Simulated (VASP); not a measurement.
A run of VASP 6.6.1:

The input INCAR:

```
SYSTEM = NbN
ALGO = Normal
EDIFF = 1E-6
ENCUT = 600
GGA = PE
GGA_COMPAT = .False.
ISIF = 2
ISMEAR = 0
LASPH = .True.
LCHARG = .False.
LREAL = .False.
LWAVE = .False.
NBANDS = 16
NELM = 120
PREC = Accurate
SIGMA = 0.1
```

The input KPOINTS:

```
k-points
0
Gamma
  16 16 16
  0 0 0
```

Contents of POSCAR:

```
NbN
1.0
    0.0000000000      2.1423528147      2.1423528147
    2.1423528147      0.0000000000      2.1423528147
    2.1423528147      2.1423528147      0.0000000000
Nb N
1 1
Direct
    0.5000000000      0.5000000000      0.5000000000
    0.0000000000      0.0000000000      0.0000000000
```

Potentials or basis: VASP PAW PBE potentials, release 64 (Nb_sv, N).

The run is started by

```console
$ cat potpaw_PBE.64/Nb_sv/POTCAR potpaw_PBE.64/N/POTCAR > POTCAR
$ mpirun -np 1 vasp_std > vasp.out
```

Hardware: 1 thread of Intel(R) Xeon(R) 6975P-C (Granite Rapids), on a shared host.

Task: Estimate the wall time of this run.

Result: Wall time 17 s on 1 thread of Intel(R) Xeon(R) 6975P-C (Granite Rapids) (shared host), peak memory 0.18 GiB. Counts: scf iterations 13, k points 145.
